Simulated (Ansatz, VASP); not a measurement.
**Ti: VASP beside Ansatz**

```
CELL_PARAMETERS angstrom
2.93995 0.00000 0.00000
-1.46997 2.54607 0.00000
0.00000 0.00000 27.61970
ATOMIC_POSITIONS crystal
Ti 0.83333 0.16667 0.29373
Ti 0.16667 0.83333 0.37194
Ti 0.83333 0.16667 0.45857
Ti 0.16667 0.83333 0.54143
Ti 0.83333 0.16667 0.62806
Ti 0.16667 0.83333 0.70627
```

Alike in both runs: functional PBE; k mesh 13 × 13 × 1; occupations fermi-dirac, width 0.05 eV; no spin polarisation.

Ansatz relaxed the structure, and its values are those at the end. VASP's run is a single point on that final structure, the one shown.

```csv
,VASP,Ansatz
version,VASP 6.6.1,Ansatz 0.2.0
potentials or method,"VASP PAW PBE potentials, release 64 (Ti_sv)","PAW with Ansatz's default frozen-core files, scalar-relativistic"
plane-wave cutoff (eV),520,420
valence electrons in the cell,72,72
```

Ansatz gave:

```
rms of the force components (eV/Å) : 0.001
```

Q: Which values does VASP return?

A: rms of the force components (eV/Å): 0.005.

The functional is the same, so the differences come from potentials, cutoffs and numerics. Ansatz's warnings: stress scf threshold loose.
